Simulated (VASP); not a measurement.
# NiO in VASP: further runs

NiO is run at these levels: PBE+U; tasks: single point.

All numbers are computed with VASP 6.6.1; they aren't measurements. Logs are shortened: lines on timing, memory, paths and dates and some standing lists are left out, and cuts for length are marked.

## 1. The cell of the first run

The typed cell holds 4 atoms: a = 3.027 Å, b = 3.027 Å, c = 5.238 Å, α = 73.21°, β = 90.00°, γ = 60.00°.

## 2. Single point, PBE+U, collinear spin, antiferromagnetic start (9.79 Å³/atom)

The input, INCAR:

```
ALGO     = Normal         # electronic algorithm
EDIFF    = 1E-7           # SCF threshold, eV
ENCUT    = 520            # plane-wave cutoff, eV
GGA      = PE             # functional
ISIF     = 2              # what is computed and relaxed
ISMEAR   = 0              # smearing method
ISPIN    = 2              # spin polarisation
LASPH    = T              # aspherical terms in the spheres
LCHARG   = F              # write CHGCAR
LDAU     = T              # DFT+U
LDAUJ    = 0 0          
LDAUL    = 2 -1           # shell
LDAUPRINT= 1            
LDAUTYPE = 2            
LDAUU    = 6.2 0          # U, eV
LMAXMIX  = 4              # l up to which the mixer works
LORBIT   = 11             # projections on sites
LREAL    = F              # projectors in reciprocal space
LWAVE    = F              # write WAVECAR
MAGMOM   = 1.86 -1.86 0 0 # initial moments
NBANDS   = 28             # bands
NELM     = 150            # most SCF steps
PREC     = Accurate       # precision mode
SIGMA    = 0.05           # smearing width, eV
```

The input, KPOINTS:

```
k-points
0
Gamma
  10 10 10
```

The input, POSCAR:

```
NiO
1.0
    0.0000000000      2.1402487391      2.1402487391
    2.1402487391      0.0000000000      2.1402487391
    4.2774942509      2.1372455118     -2.1372455118
Ni O
2 2
Direct
    0.0000000000      0.0000000000      0.0000000000
    0.5000000000      0.0000000000      0.5000000000
    0.7500000000      0.4999999999      0.2500000001
    1.2500000000      0.5000000001      0.7499999999
```

Potentials or basis: VASP PAW PBE potentials, release 64 (Ni, O).

Command:

```
cat potpaw_PBE.64/Ni/POTCAR potpaw_PBE.64/O/POTCAR > POTCAR
mpirun -np 1 vasp_std > vasp.out
```

OUTCAR:

```text
EDIFF = 1E-7
   ENCUT = 520
   GGA = PE
   ISIF = 2
   ISMEAR = 0
   ISPIN = 2
   LASPH = T
   LORBIT = 11
   LREAL = F
   NELM = 150
   PREC = Accurate

 ion  position               nearest neighbor table
   1  0.000  0.000  0.000-   3 2.14   3 2.14   4 2.14   4 2.14   3 2.14   4 2.14   2 3.02   2 3.02
                             2 3.02   2 3.02   2 3.02   2 3.02
   2  0.500  0.000  0.500-   3 2.14   4 2.14   4 2.14   4 2.14   3 2.14   3 2.14   1 3.02   1 3.02
                             1 3.02   1 3.02   1 3.02   1 3.02
   3  0.750  0.500  0.250-   2 2.14   2 2.14   2 2.14   1 2.14   1 2.14   1 2.14
   4  0.250  0.500  0.750-   2 2.14   2 2.14   2 2.14   1 2.14   1 2.14   1 2.14

  LATTYP: Found a trigonal (rhomboedric) cell.
 ALAT       =     5.2376133708
 COS(alpha) =     0.8330210882

  Lattice vectors:

 A1 = (   4.2774942509,   2.1372455118,  -2.1372455118)
 A2 = (   2.1372455118,   2.1372455118,  -4.2774942509)
 A3 = (   2.1372455118,   4.2774942509,  -2.1372455118)

Analysis of symmetry for initial positions (statically):
=====================================================================
 Subroutine PRICEL returns following result:

  LATTYP: Found a trigonal (rhomboedric) cell.
 ALAT       =     3.0246455640
 COS(alpha) =     0.4992977773
[... 12 lines left out ...]
 Subroutine GETGRP returns: Found 12 space group operations
 (whereof 12 operations were pure point group operations)
 out of a pool of 12 trial point group operations.

The static configuration has the point symmetry D_3d.

Analysis of symmetry for dynamics (positions and initial velocities):
=====================================================================
 Subroutine PRICEL returns following result:

  LATTYP: Found a trigonal (rhomboedric) cell.
 ALAT       =     3.0246455640
[... 242 lines left out ...]
  o =  0.1400  v =  0.0002  0.0001  0.9998  0.0001 -0.0191  0.0000  0.0000  0.0000  0.0000  0.0000      0.0000  0.0000  0.0000  0.0000  0.0000  0.0000  0.0000  0.0000  0.0000  0.0000
  o =  0.9799  v =  0.4676  0.8135 -0.0001 -0.3458  0.0002  0.0000  0.0000  0.0000  0.0000  0.0000      0.0000  0.0000  0.0000  0.0000  0.0000  0.0000  0.0000  0.0000  0.0000  0.0000
  o =  0.9799  v =  0.6693 -0.0703 -0.0002  0.7396 -0.0001  0.0000  0.0000  0.0000  0.0000  0.0000      0.0000  0.0000  0.0000  0.0000  0.0000  0.0000  0.0000  0.0000  0.0000  0.0000
  o =  0.9799  v =  0.5774 -0.5774  0.0000 -0.5774  0.0000  0.0000  0.0000  0.0000  0.0000  0.0000      0.0000  0.0000  0.0000  0.0000  0.0000  0.0000  0.0000  0.0000  0.0000  0.0000
  o =  0.9816  v =  0.0000  0.0000  0.0000  0.0000  0.0000 -0.5774  0.5774 -0.0000  0.5774 -0.0000      0.0000  0.0000  0.0000  0.0000  0.0000  0.0000  0.0000  0.0000  0.0000  0.0000
  o =  0.9817  v =  0.0000  0.0000  0.0000  0.0000  0.0000  0.4182  0.8164  0.0004 -0.3982 -0.0007      0.0000  0.0000  0.0000  0.0000  0.0000  0.0000  0.0000  0.0000  0.0000  0.0000
  o =  0.9817  v =  0.0000  0.0000  0.0000  0.0000  0.0000 -0.7013  0.0115 -0.0007 -0.7128 -0.0004      0.0000  0.0000  0.0000  0.0000  0.0000  0.0000  0.0000  0.0000  0.0000  0.0000
  o =  1.0217  v =  0.0000  0.0000  0.0000  0.0000  0.0000 -0.0007 -0.0004  1.0000 -0.0004  0.0000      0.0000  0.0000  0.0000  0.0000  0.0000  0.0000  0.0000  0.0000  0.0000  0.0000
  o =  1.0217  v =  0.0000  0.0000  0.0000  0.0000  0.0000  0.0000  0.0006 -0.0000 -0.0006  1.0000      0.0000  0.0000  0.0000  0.0000  0.0000  0.0000  0.0000  0.0000  0.0000  0.0000

 number of electron      32.0000001 magnetization      -0.0000000

 Free energy of the ion-electron system (eV)
  ---------------------------------------------------
  ext. energy  EPLUGINS =         0.00000000
  ---------------------------------------------------
  free energy    TOTEN  =       -20.38998161 eV

  energy without entropy =      -20.38998161  energy(sigma->0) =      -20.38998161

 E-fermi :   5.6653     XC(G=0): -12.2252

 val. band max:        5.4040259595   @ k =   0.0000   0.0000   0.5000
 cond. band min:       8.3006390553   @ k =   0.0000   0.0000   0.0000
 fundamental gap:      2.8966130958
 Fermi energy:         5.6652626192

 spin component 1

 k-point     1 :       0.0000    0.0000    0.0000
  band No.  band energies     occupation
      1     -12.3061      1.00000
      2     -11.0569      1.00000
      3      -1.0675      1.00000
      4      -0.6558      1.00000
      5      -0.6558      1.00000
      6       1.1310      1.00000
[... 1481 lines left out ...]
     27      26.2990      0.00000
     28      27.1675      0.00000

 [... further k-points ...]
[... 5 lines left out ...]
  --------------------------------------------------------------------------------------
  -------------------------------------------------------------------------------------
  Total       -2.6306168     -2.6306168     -2.6306168      0.0054331     -0.0054331     -0.0054331
  in kB     -107.5902033   -107.5902033   -107.5902033      0.2222110     -0.2222110     -0.2222110
  external PRESSURE =    -107.5902033 kB  Pullay stress =       0.0000000 kB

 VOLUME and BASIS-vectors are now :
 -----------------------------------------------------------------------------
  energy-cutoff  :      520.00
  volume of cell :       39.17
      direct lattice vectors                 reciprocal lattice vectors
     0.000000000  2.140248739  2.140248739    -0.116767833  0.350467579  0.116767833
     2.140248739  0.000000000  2.140248739     0.233535665 -0.233699746  0.233699746
     4.277494251  2.137245512 -2.137245512     0.116931913  0.116931913 -0.116931913

 POSITION                                       TOTAL-FORCE (eV/Angst)
 -----------------------------------------------------------------------------------
      0.00000      0.00000      0.00000        -0.000000      0.000000     -0.000000
      2.13875      2.13875      0.00150        -0.000000      0.000000     -0.000000
      2.13950      2.13950      2.14100         0.000000      0.000000      0.000000
      4.27825      2.13800      0.00225         0.000000     -0.000000     -0.000000
 -----------------------------------------------------------------------------------
    total drift:                                0.000000     -0.000000      0.000000

  FREE ENERGIE OF THE ION-ELECTRON SYSTEM (eV)
  ---------------------------------------------------
  free  energy   TOTEN  =       -20.3899816126 eV

  energy  without entropy=      -20.3899816126  energy(sigma->0) =      -20.38998161

 total charge

# of ion       s       p       d       tot
------------------------------------------
    1        0.322   0.370   8.183   8.875
    2        0.322   0.370   8.183   8.875
    3        1.550   3.436   0.000   4.986
    4        1.550   3.436   0.000   4.986
--------------------------------------------------
tot          3.744   7.612  16.367  27.722

 magnetization (x)

# of ion       s       p       d       tot
------------------------------------------
    1       -0.000  -0.004   1.767   1.763
    2        0.000   0.004  -1.767  -1.763
    3        0.000   0.000   0.000   0.000
    4        0.000   0.000   0.000   0.000
--------------------------------------------------
tot          0.000   0.000   0.000   0.000
```

OSZICAR:

```text
N       E                     dE             d eps       ncg     rms          rms(c)
DAV:   1     0.263941657311E+03    0.26394E+03   -0.14676E+04 13392   0.150E+03
DAV:   2     0.972569442513E+01   -0.25422E+03   -0.22676E+03 13252   0.335E+02
DAV:   3    -0.186703395870E+02   -0.28396E+02   -0.26914E+02 14396   0.122E+02
[... 10 lines left out ...]
DAV:  14    -0.203899685875E+02   -0.38945E-04   -0.71863E-05 16632   0.159E-01    0.129E-02
DAV:  15    -0.203899760628E+02   -0.74754E-05   -0.16425E-05 17332   0.592E-02    0.113E-02
DAV:  16    -0.203899806426E+02   -0.45798E-05   -0.58490E-06 18088   0.594E-02    0.511E-03
DAV:  17    -0.203899813741E+02   -0.73152E-06   -0.28277E-06 19956   0.229E-02    0.531E-03
DAV:  18    -0.203899815475E+02   -0.17336E-06   -0.31153E-07 13620   0.603E-03    0.238E-03
DAV:  19    -0.203899816126E+02   -0.65147E-07   -0.27817E-08  8820   0.661E-03
   1 F= -.20389982E+02 E0= -.20389982E+02  d E =-.785604E-16  mag=     0.0000
```

It took 3.1 min on 1 thread of AMD EPYC 9R45 (Zen 5), shared host; peak memory 0.27 GiB.

Results:

```
Free energy                                           : -20.3900 eV
Pressure                                              : -10.8 GPa
Band gap on the k mesh                                : 2.90 eV
Net moment                                            : 0.00 μB per cell
Site moments                                          : Ni +1.76, -1.76; O +0.00 μB
Valence electrons inside the program's atomic spheres : Ni 8.88; O 4.99
```

Levels at points of the mesh, in eV from the valence-band top:
Spin up:
```tsv
k point	band 13	band 14	band 15	band 16	band 17	band 18	band 19	band 20
(0.00, 0.00, 0.00)	-0.68	-0.63	-0.63	-0.62	2.90	4.19	4.19	7.06
(0.50, 0.00, 0.00)	-1.87	-1.62	-1.22	-0.58	4.12	4.15	8.58	8.89
(0.00, 0.50, 0.00)	-1.91	-1.90	-0.61	-0.52	4.36	4.47	7.07	7.33
(0.00, 0.00, 0.50)	-1.20	-1.20	0.00	0.00	4.07	4.07	5.60	5.73
```
Spin down:
```csv
k point,band 13,band 14,band 15,band 16,band 17,band 18,band 19,band 20
"(0.00, 0.00, 0.00)",-0.68,-0.63,-0.63,-0.62,2.90,4.19,4.19,7.06
"(0.50, 0.00, 0.00)",-1.87,-1.62,-1.22,-0.58,4.12,4.15,8.58,8.89
"(0.00, 0.50, 0.00)",-1.91,-1.90,-0.61,-0.52,4.36,4.47,7.07,7.33
"(0.00, 0.00, 0.50)",-1.20,-1.20,0.00,0.00,4.07,4.07,5.60,5.73
```

Eigenvalues of the final occupation matrices:
```csv
site,spin,trace,eigenvalues
site 1 d,1,4.99,0.98 0.98 0.98 1.02 1.02
site 1 d,2,3.22,0.14 0.14 0.98 0.98 0.98
site 2 d,1,3.22,0.14 0.14 0.98 0.98 0.98
site 2 d,2,4.99,0.98 0.98 0.98 1.02 1.02
```

Caveat: the cell stands under tension.

## 3. Single point, PBE+U, collinear spin, antiferromagnetic start

This run uses another cell than the first one, of 9.72 Å³/atom.

The input, INCAR:

```
SYSTEM = NiO
PREC = Accurate
ENCUT = 700
EDIFF = 1E-6
ISMEAR = 0
SIGMA = 0.05
LREAL = .False.
LASPH = .True.
NELM = 200
ALGO = Normal
ISIF = 2
LWAVE = .False.
LCHARG = .False.
ISPIN = 2
MAGMOM = 2 -2 0 0
LORBIT = 11
LMAXMIX = 4
LDAU = .True.
LDAUTYPE = 2
LDAUL = 2 -1
LDAUU = 6.2 0
LDAUJ = 0 0
LDAUPRINT = 1
GGA = PE
NBANDS = 36
GGA_COMPAT = .False.
```

The input, KPOINTS:

```
Automatic mesh
0
Gamma
  5 5 3
  0 0 0
```

The input, POSCAR:

```
NiO
1.0
    0.0000000000      2.1337896542     -2.1337896542
    0.0000000000      2.1337896542      2.1337896542
    4.2675793084      0.0000000000      0.0000000000
Ni O
2 2
Direct
    0.0000000000      0.0000000000      0.0000000000
    0.5000000000      0.5000000000      0.5000000000
    0.0000000000      1.0000000000      0.5000000000
    0.5000000000      1.5000000000      1.0000000000
```

Potentials or basis: VASP PAW PBE potentials, release 64 (Ni_sv_GW, O).

Command:

```
cat potpaw_PBE.64/Ni_sv_GW/POTCAR potpaw_PBE.64/O/POTCAR > POTCAR
mpirun -np 1 vasp_std > vasp.out
```

Run time: 42 s. Hardware: 1 thread of Intel Xeon 6975P-C (Granite Rapids), shared host; peak memory 0.22 GiB.

Results (log left out):

```yaml
Free_energy: -20.4985 eV
Pressure: -2.2 GPa
Band_gap_on_the_k_mesh: 2.28 eV
Net_moment: 0.00 μB per cell
Site_moments: Ni +1.80, -1.80; O -0.06, +0.06 μB
Valence_electrons_inside_the_program's_atomic_spheres: Ni 16.06; O 5.01
```

Levels at points of the mesh, in eV from the valence-band top:
Spin up:
```csv
k point,band 22,band 23,band 24,band 25,band 26,band 27
"(0.00, 0.00, 0.00)",-1.20,-1.20,-1.20,2.28,3.18,3.38
```
Spin down:
```
           k point  band 20  band 21  band 22  band 23  band 24  band 25  band 26  band 27  band 28  band 29
(0.00, 0.00, 0.00)    -2.52    -2.52    -1.20    -1.20    -1.20     2.28     3.18     3.38     6.72    11.41
```

Eigenvalues of the final occupation matrices:
| site | spin | trace | eigenvalues |
| --- | --- | --- | --- |
| site 1 d | 1 | 4.75 | 0.94 0.94 0.94 0.97 0.97 |
| site 1 d | 2 | 2.97 | 0.09 0.09 0.93 0.93 0.93 |
| site 2 d | 1 | 2.97 | 0.09 0.09 0.93 0.93 0.93 |
| site 2 d | 2 | 4.75 | 0.94 0.94 0.94 0.97 0.97 |

Caveat: the k points lie up to 0.49 Å⁻¹ apart; an odd mesh through Γ misses points on the zone boundary, where band edges can lie.

## 4. Single point, PBE+U, collinear spin, ferromagnetic start (9.94 Å³/atom)

The input, INCAR:

```
SYSTEM = NiO
PREC = Accurate ; ENCUT = 700
EDIFF = 1E-6 ; ISMEAR = 0
SIGMA = 0.05 ; LREAL = .False.
LASPH = .True. ; NELM = 200
ALGO = Normal ; ISIF = 2
LWAVE = .False. ; LCHARG = .False.
ISPIN = 2 ; MAGMOM = 1.92 0.21
LORBIT = 11 ; LMAXMIX = 4
LDAU = .True. ; LDAUTYPE = 2
LDAUL = 2 -1 ; LDAUU = 6.2 0
LDAUJ = 0 0 ; LDAUPRINT = 1
GGA = PE ; NBANDS = 23
GGA_COMPAT = .False.
```

The input, KPOINTS:

```
regular mesh
0
Gamma
  10 10 10
  0 0 0
```

The input, POSCAR:

```
NiO
1.0
    0.0000000000      2.1503689408      2.1503689408
    2.1503689408      0.0000000000      2.1503689408
    2.1503689408      2.1503689408      0.0000000000
Ni O
1 1
Direct
    0.0000000000      0.0000000000      0.0000000000
    0.5000000000      0.5000000000      0.5000000000
```

Potentials or basis: VASP PAW PBE potentials, release 64 (Ni_sv_GW, O).

Command:

```
cat potpaw_PBE.64/Ni_sv_GW/POTCAR potpaw_PBE.64/O/POTCAR > POTCAR
mpirun -np 1 vasp_std > vasp.out
```

OUTCAR:

```text
SYSTEM = NiO
   PREC = Accurate
   ENCUT = 700
   EDIFF = 1E-6
   ISMEAR = 0
   LREAL = .False.
   LASPH = .True.
   NELM = 200
   ISIF = 2
   ISPIN = 2
   LORBIT = 11
   GGA = PE

 ion  position               nearest neighbor table
   1  0.000  0.000  0.000-   2 2.15   2 2.15   2 2.15   2 2.15   2 2.15   2 2.15
   2  0.500  0.500  0.500-   1 2.15   1 2.15   1 2.15   1 2.15   1 2.15   1 2.15

  LATTYP: Found a face centered cubic cell.
 ALAT       =     4.3007378816

  Lattice vectors:

 A1 = (   0.0000000000,   2.1503689408,   2.1503689408)
 A2 = (   2.1503689408,   0.0000000000,   2.1503689408)
 A3 = (   2.1503689408,   2.1503689408,   0.0000000000)

Analysis of symmetry for initial positions (statically):
=====================================================================
 Subroutine PRICEL returns:
 Original cell was already a primitive cell.

[... 235 lines left out ...]
      4     -59.2564      1.00000
      5     -13.2649      1.00000
      6      -0.3885      1.00000
[... 1241 lines left out ...]
     22      36.9337      0.00000
     23      36.9816      0.00000

 [... further k-points ...]

------------------------ aborting loop because EDIFF is reached ----------------------------------------

  FORCE on cell =-STRESS in cart. coord.  units (eV):
  Direction    XX          YY          ZZ          XY          YZ          ZX
  --------------------------------------------------------------------------------------
  -------------------------------------------------------------------------------------
  Total       -0.7618557     -0.7618557     -0.7618557      0.0000000      0.0000000      0.0000000
  in kB      -61.3782355    -61.3782355    -61.3782355      0.0000000      0.0000000      0.0000000
  external PRESSURE =     -61.3782355 kB  Pullay stress =       0.0000000 kB

 VOLUME and BASIS-vectors are now :
 -----------------------------------------------------------------------------
  energy-cutoff  :      700.00
  volume of cell :       19.89
      direct lattice vectors                 reciprocal lattice vectors
     0.000000000  2.150368941  2.150368941    -0.232518239  0.232518239  0.232518239
     2.150368941  0.000000000  2.150368941     0.232518239 -0.232518239  0.232518239
     2.150368941  2.150368941  0.000000000     0.232518239  0.232518239 -0.232518239

 POSITION                                       TOTAL-FORCE (eV/Angst)
 -----------------------------------------------------------------------------------
      0.00000      0.00000      0.00000        -0.000000      0.000000     -0.000000
      2.15037      2.15037      2.15037         0.000000     -0.000000      0.000000
 -----------------------------------------------------------------------------------
    total drift:                                0.000000      0.000000      0.000000

  FREE ENERGIE OF THE ION-ELECTRON SYSTEM (eV)
  ---------------------------------------------------
  free  energy   TOTEN  =       -10.2495878031 eV

  energy  without entropy=      -10.2495878031  energy(sigma->0) =      -10.24958780

 total charge

# of ion       s       p       d       f       tot
--------------------------------------------------
    1        2.153   6.194   7.694   0.007  16.048
    2        1.545   3.452   0.000   0.000   4.997
--------------------------------------------------
tot          3.697   9.646   7.694   0.007  21.045

 magnetization (x)

# of ion       s       p       d       f       tot
--------------------------------------------------
    1        0.010   0.011   1.778   0.001   1.799
    2        0.020   0.141   0.000   0.000   0.160
--------------------------------------------------
tot          0.029   0.152   1.778   0.001   1.960
```

stdout:

```text
POSCAR found type information on POSCAR NiO
 POSCAR found :  2 types and       2 ions
 scaLAPACK will be used
 LDA part: xc-table for (Slater+PW92), standard interpolation
 POSCAR, INCAR and KPOINTS ok, starting setup
 FFT: planning ... GRIDC
 FFT: planning ... GRID_SOFT
 FFT: planning ... GRID
 WAVECAR not read
 entering main loop
```

Wall time 44 s (1 thread of Intel Xeon 6975P-C (Granite Rapids), shared host); peak memory 0.22 GiB.

What came out:

```yaml
Free_energy: -10.2496 eV
Pressure: -6.1 GPa
Band_gap_on_the_k_mesh: 1.89 eV (least direct gap 2.97 eV)
Net_moment: 2.00 μB per cell
Site_moments: Ni +1.80; O +0.16 μB
Valence_electrons_inside_the_program's_atomic_spheres: Ni 16.05; O 5.00
```

Levels at points of the mesh, in eV from the valence-band top:
Spin up:
```tsv
k point	band 9	band 10	band 11	band 12	band 13	band 14	band 15	band 16	band 17	band 18
(0.00, 0.00, 0.00)	-4.47	-4.47	-1.38	-1.38	-1.38	1.89	18.20	18.34	18.34	18.34
(0.50, 0.00, 0.00)	-4.06	-4.06	-2.92	0.00	0.00	6.16	10.08	14.09	14.09	20.40
(0.50, 0.50, 0.00)	-4.75	-3.78	-3.78	-2.64	-2.64	6.16	11.02	11.89	16.43	16.43
```
Spin down:
| k point | band 8 | band 9 | band 10 | band 11 | band 12 | band 13 | band 14 | band 15 |
| --- | --- | --- | --- | --- | --- | --- | --- | --- |
| (0.00, 0.00, 0.00) | -3.42 | -1.08 | -1.08 | -1.08 | 2.23 | 2.89 | 2.89 | 18.14 |
| (0.50, 0.00, 0.00) | -3.56 | -1.98 | -1.81 | -1.81 | 4.98 | 4.98 | 6.34 | 10.54 |
| (0.50, 0.50, 0.00) | -2.66 | -2.66 | -2.36 | -2.36 | 3.34 | 3.65 | 6.78 | 11.29 |

Eigenvalues of the final occupation matrices:
```tsv
site	spin	trace	eigenvalues
site 1 d	1	4.75	0.94 0.94 0.94 0.97 0.97
site 1 d	2	2.97	0.09 0.09 0.93 0.93 0.93
```

Caveat: the cell stands under tension; a cell with one magnetic atom can't hold antiferromagnetic order, which such compounds often take.

(Part 1 of 2 ends here.)
